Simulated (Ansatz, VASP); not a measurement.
**C in VASP and in Ansatz**

```
C
1.0
    -2.46466    0.00000    0.00000
     0.00000    0.00000   -3.57197
     0.00000   -4.26892    0.00000
C
4
Direct
  0.50000 0.00000 0.17229
  0.00000 0.00000 0.64418
  0.00000 0.00000 0.32771
  0.50000 0.00000 0.85582
```

Change from the starting cell: mode 8 frozen in at -0.060 Å and mode 12 at +0.036 Å (largest displacements).

Alike in both runs: task single point; functional PBE; dispersion D3(BJ); k mesh 18 × 12 × 10; occupations gaussian, width 0.15 eV; no spin polarisation.

```csv
,VASP,Ansatz
version,VASP 6.6.1,Ansatz 0.2.0
potentials or method,"VASP PAW PBE potentials, release 64 (C), cutoff 520 eV","scalar-relativistic, plane waves, PAW"
valence electrons in the cell,16,16
```

```csv
,VASP,Ansatz,Ansatz less VASP
gap on the k mesh at the Fermi level (eV),none,none,-
pressure (GPa),5.4,5.1,-0.34
"traceless stress, the component that is largest in VASP (GPa)",7.02,6.68,-0.339
rms of the force components (eV/Å),3.421,3.414,-0.0073
```

Atom by atom the forces differ by 0.010 eV/Å (rms over components). A gap of «none» marks a metal or a gap that the smearing closes.
